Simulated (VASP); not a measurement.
# CdS in VASP: a series of runs, part 2 of 2

VASP 6.6.1.

## (4) Single point, r2SCAN (mode 4 frozen in at -0.122 Å and mode 5 at -0.081 Å (largest displacements))

Contents of POSCAR:

```
CdS
1.0
    0.0000000000      2.7269062253      2.7269062253
    2.7269062253      0.0000000000      2.7269062253
    2.7269062253      2.7269062253      0.0000000000
Cd S
1 1
Direct
   -0.0021230927      0.0021230927      0.0106154634
    0.5074443337      0.4925556663      0.4627783313
```

Contents of INCAR.step1:

```
SYSTEM = CdS
ALGO = Normal ; EDIFF = 1E-4
ENCUT = 520 ; GGA = PE
ISMEAR = 0 ; LASPH = .True.
LCHARG = .False. ; LREAL = .False.
LWAVE = .True. ; NBANDS = 16
NELM = 80 ; PREC = Accurate
SIGMA = 0.05
```

Contents of INCAR.step2:

```
SYSTEM = CdS
ALGO = Normal ; EDIFF = 1E-7
ENCUT = 520 ; ISIF = 2
ISMEAR = 0 ; ISTART = 1
LASPH = .True. ; LCHARG = .False.
LMIXTAU = .True. ; LREAL = .False.
LWAVE = .False. ; METAGGA = R2SCAN
NBANDS = 16 ; NELM = 80
PREC = Accurate ; SIGMA = 0.05
```

Contents of KPOINTS:

```
k-points
0
Gamma
  8 8 8
  0 0 0
```

Launch:

```
cat potpaw_PBE.64/Cd/POTCAR potpaw_PBE.64/S/POTCAR > POTCAR
cp INCAR.step1 INCAR
mpirun -np 1 vasp_std > vasp.out
cp INCAR.step2 INCAR
mpirun -np 1 vasp_std > vasp.out
```

It took 3.5 min on 1 thread of Intel Xeon 6975P-C (Granite Rapids), shared host; peak memory 0.24 GiB.

Results (log left out):

```yaml
Free_energy: -29.4897 eV
Pressure: 1.5 GPa
Largest_force: 0.391 eV/Å
Band_gap_on_the_k_mesh: 0.80 eV, indirect (least direct gap 2.29 eV)
```

Forces in eV/Å, atoms in the order of the input:
```
Cd  -0.342 -0.191  0.000
S    0.342  0.191  0.000
```

Stress tensor (GPa, compression positive):
```
 2.90 -0.30  0.00
-0.30  1.41  0.00
 0.00  0.00  0.26
```

Levels at points of the mesh, in eV from the valence-band top:
```
           k point  band 6  band 7  band 8  band 9  band 10  band 11  band 12  band 13
(0.00, 0.00, 0.00)   -7.84   -0.72   -0.70   -0.68     1.61     9.53     9.59     9.75
(0.50, 0.00, 0.00)   -7.64   -4.93   -0.07   -0.03     4.14     6.56     6.59     7.62
(0.00, 0.00, 0.50)   -7.64   -4.88   -0.01    0.00     4.09     6.49     6.55     7.61
(0.50, 0.50, 0.00)   -6.83   -4.33   -2.17   -2.12     0.80     6.32    10.81    12.35
(0.00, 0.50, 0.50)   -6.84   -4.38   -2.18   -2.16     0.82     6.40    10.87    12.34
(0.50, 0.00, 0.50)   -6.83   -4.36   -2.18   -2.13     0.81     6.36    10.83    12.37
```

Caveat: the cell differs from its parent crystal (mode 4 frozen in at -0.122 Å and mode 5 at -0.081 Å (largest displacements)); the PAW data sets were made with another functional, which shifts forces and pressure a little.

## (5) Single point, r2SCAN (mode 4 frozen in at -0.162 Å and mode 5 at -0.122 Å (largest displacements))

Contents of POSCAR:

```
CdS
1.0
    0.0000000000      2.7269062253      2.7269062253
    2.7269062253      0.0000000000      2.7269062253
    2.7269062253      2.7269062253      0.0000000000
Cd S
1 1
Direct
   -0.0021230927      0.0021230927      0.0148616487
    0.5074443337      0.4925556663      0.4478896639
```

Contents of INCAR.step1:

```
ALGO = Normal
EDIFF = 1E-4
ENCUT = 520
GGA = PE
ISMEAR = 0
LASPH = T
LCHARG = F
LREAL = F
LWAVE = T
NBANDS = 16
NELM = 60
PREC = Accurate
SIGMA = 0.05
```

Contents of INCAR.step2:

```
ALGO = Normal
EDIFF = 1E-6
ENCUT = 520
ISIF = 2
ISMEAR = 0
ISTART = 1
LASPH = T
LCHARG = T
LELF = T
LMIXTAU = T
LREAL = F
LVHAR = T
LWAVE = F
METAGGA = R2SCAN
NBANDS = 16
NELM = 60
PREC = Accurate
SIGMA = 0.05
```

Contents of KPOINTS:

```
k-points
0
Gamma
  8 8 8
```

Potentials or basis: VASP PAW PBE potentials, release 64 (Cd, S).

Launch:

```
cat potpaw_PBE.64/Cd/POTCAR potpaw_PBE.64/S/POTCAR > POTCAR
cp INCAR.step1 INCAR
mpirun -np 1 vasp_std > vasp.out
cp INCAR.step2 INCAR
mpirun -np 1 vasp_std > vasp.out
```

OUTCAR:

```text
EDIFF = 1E-6
   ENCUT = 520
   ISIF = 2
   ISMEAR = 0
   ISTART = 1
   LASPH = T
   LREAL = F
   METAGGA = R2SCAN
   NELM = 60
   PREC = Accurate

 ion  position               nearest neighbor table
   1  0.998  0.002  0.015-   2 2.52   2 2.58   2 2.74   2 2.74   2 2.89   2 2.94
   2  0.507  0.493  0.448-   1 2.52   1 2.58   1 2.74   1 2.74   1 2.89   1 2.94

  LATTYP: Found a face centered cubic cell.
 ALAT       =     5.4538124506

  Lattice vectors:

[... 644 lines left out ...]
------------------------ aborting loop because EDIFF is reached ----------------------------------------

  FORCE on cell =-STRESS in cart. coord.  units (eV):
  Direction    XX          YY          ZZ          XY          YZ          ZX
  --------------------------------------------------------------------------------------
  -------------------------------------------------------------------------------------
  Total        1.2073939      0.6698297      0.0265686     -0.1637196      0.0000000      0.0000000
  in kB       47.7000629     26.4627130      1.0496372     -6.4680076      0.0000000      0.0000000
  external PRESSURE =      25.0708044 kB  Pullay stress =       0.0000000 kB

 VOLUME and BASIS-vectors are now :
 -----------------------------------------------------------------------------
  energy-cutoff  :      520.00
  volume of cell :       40.55
      direct lattice vectors                 reciprocal lattice vectors
     0.000000000  2.726906225  2.726906225    -0.183357974  0.183357974  0.183357974
     2.726906225  0.000000000  2.726906225     0.183357974 -0.183357974  0.183357974
     2.726906225  2.726906225  0.000000000     0.183357974  0.183357974 -0.183357974

 POSITION                                       TOTAL-FORCE (eV/Angst)
 -----------------------------------------------------------------------------------
      0.04632      2.76164      2.72691        -0.499732     -0.297703      0.000000
      2.56451      2.60511      2.72691         0.499732      0.297703      0.000000
 -----------------------------------------------------------------------------------
    total drift:                                0.000042      0.000538      0.000001

  FREE ENERGIE OF THE ION-ELECTRON SYSTEM (eV)
  ---------------------------------------------------
  free  energy   TOTEN  =       -29.4551720742 eV

  energy  without entropy=      -29.4551720742  energy(sigma->0) =      -29.45517207
```

OUTCAR.step1:

```text
EDIFF = 1E-4
   ENCUT = 520
   GGA = PE
   ISMEAR = 0
   LASPH = T
[... 677 lines left out ...]
 -----------------------------------------------------------------------------------
      0.04632      2.76164      2.72691        -0.476111     -0.281268      0.000000
      2.56451      2.60511      2.72691         0.476111      0.281268      0.000000
 -----------------------------------------------------------------------------------
    total drift:                               -0.000803     -0.000232      0.000000

  FREE ENERGIE OF THE ION-ELECTRON SYSTEM (eV)
  ---------------------------------------------------
  free  energy   TOTEN  =        -5.8035966299 eV

  energy  without entropy=       -5.8035966298  energy(sigma->0) =       -5.80359663
```

Run time: 3.2 min. Hardware: 1 thread of Intel Xeon 6975P-C (Granite Rapids), shared host; peak memory 0.24 GiB.

Results:

```yaml
Free_energy: -29.4552 eV
Pressure: 2.5 GPa
Largest_force: 0.582 eV/Å
Band_gap_on_the_k_mesh: 0.86 eV, indirect (least direct gap 2.24 eV)
```

Forces in eV/Å, atoms in the order of the input:
```
Cd  -0.500 -0.298  0.000
S    0.500  0.298  0.000
```

Levels at points of the mesh, in eV from the valence-band top:
| k point | band 7 | band 8 | band 9 | band 10 | band 11 | band 12 |
| --- | --- | --- | --- | --- | --- | --- |
| (0.00, 0.00, 0.00) | -0.68 | -0.64 | -0.60 | 1.64 | 9.37 | 9.47 |
| (0.50, 0.00, 0.00) | -4.94 | -0.14 | -0.07 | 4.22 | 6.65 | 6.70 |
| (0.00, 0.00, 0.50) | -4.84 | -0.02 | 0.00 | 4.12 | 6.52 | 6.62 |
| (0.50, 0.50, 0.00) | -4.31 | -2.14 | -2.06 | 0.86 | 6.24 | 10.83 |
| (0.00, 0.50, 0.50) | -4.41 | -2.17 | -2.12 | 0.89 | 6.37 | 10.93 |
| (0.50, 0.00, 0.50) | -4.37 | -2.17 | -2.08 | 0.87 | 6.31 | 10.88 |

Caveat: the cell differs from its parent crystal (mode 4 frozen in at -0.162 Å and mode 5 at -0.122 Å (largest displacements)); the PAW data sets were made with another functional, which shifts forces and pressure a little. A k mesh can miss the band edges.

## (6) Single point, r2SCAN (mode 4 frozen in at -0.122 Å and mode 5 at -0.122 Å (largest displacements))

Contents of POSCAR:

```
CdS
1.0
    0.0000000000      2.7269062253      2.7269062253
    2.7269062253      0.0000000000      2.7269062253
    2.7269062253      2.7269062253      0.0000000000
Cd S
1 1
Direct
    0.0000000000      0.0000000000      0.0127385560
    0.5000000000      0.5000000000      0.4553339976
```

Contents of INCAR.step1:

```
ALGO     = Normal         # electronic algorithm
EDIFF    = 1E-4           # SCF threshold, eV
ENCUT    = 520            # plane-wave cutoff, eV
GGA      = PE             # functional
ISMEAR   = 0              # smearing method
LASPH    = T              # aspherical terms in the spheres
LCHARG   = F              # write CHGCAR
LREAL    = F              # projectors in reciprocal space
LWAVE    = T              # write WAVECAR
NBANDS   = 16             # bands
NELM     = 100            # most SCF steps
PREC     = Accurate       # precision mode
SIGMA    = 0.05           # smearing width, eV
```

Contents of INCAR.step2:

```
ALGO     = Normal         # electronic algorithm
EDIFF    = 1E-6           # SCF threshold, eV
ENCUT    = 520            # plane-wave cutoff, eV
ISIF     = 2              # what is computed and relaxed
ISMEAR   = 0              # smearing method
ISTART   = 1            
LASPH    = T              # aspherical terms in the spheres
LCHARG   = F              # write CHGCAR
LMIXTAU  = T            
LREAL    = F              # projectors in reciprocal space
LWAVE    = F              # write WAVECAR
METAGGA  = R2SCAN         # meta-GGA
NBANDS   = 16             # bands
NELM     = 100            # most SCF steps
PREC     = Accurate       # precision mode
SIGMA    = 0.05           # smearing width, eV
```

KPOINTS is that of step 5.

Potentials or basis: VASP PAW PBE potentials, release 64 (Cd, S).

Launch:

```
cat potpaw_PBE.64/Cd/POTCAR potpaw_PBE.64/S/POTCAR > POTCAR
cp INCAR.step1 INCAR
mpirun -np 1 vasp_std > vasp.out
cp INCAR.step2 INCAR
mpirun -np 1 vasp_std > vasp.out
```

It took 3.3 min on 1 thread of Intel Xeon Platinum 8488C (Sapphire Rapids), shared host; peak memory 0.21 GiB.

Results (log left out):

```
Free energy            : -29.4764 eV
Pressure               : 1.9 GPa
Largest force          : 0.457 eV/Å
Band gap on the k mesh : 0.83 eV, indirect (least direct gap 2.27 eV)
```

Forces on the atoms (eV/Å):
```
Cd  -0.323 -0.323  0.000
S    0.323  0.323  0.000
```

Stress tensor (GPa, compression positive):
```
 2.79 -0.46  0.00
-0.46  2.79  0.00
 0.00  0.00  0.20
```

Levels at points of the mesh, in eV from the valence-band top:
```
           k point  band 7  band 8  band 9  band 10  band 11  band 12
(0.00, 0.00, 0.00)   -0.70   -0.67   -0.64     1.63     9.46     9.54
(0.50, 0.00, 0.00)   -4.93   -0.10   -0.04     4.18     6.61     6.64
(0.00, 0.00, 0.50)   -4.85    0.00    0.00     4.11     6.51     6.58
(0.50, 0.50, 0.00)   -4.32   -2.15   -2.09     0.83     6.29    10.82
(0.00, 0.50, 0.50)   -4.37   -2.17   -2.12     0.85     6.37    10.88
```

Caveat: the cell differs from its parent crystal (mode 4 frozen in at -0.122 Å and mode 5 at -0.122 Å (largest displacements)); the PAW data sets were made with another functional, which shifts forces and pressure a little. A k mesh can miss the band edges.
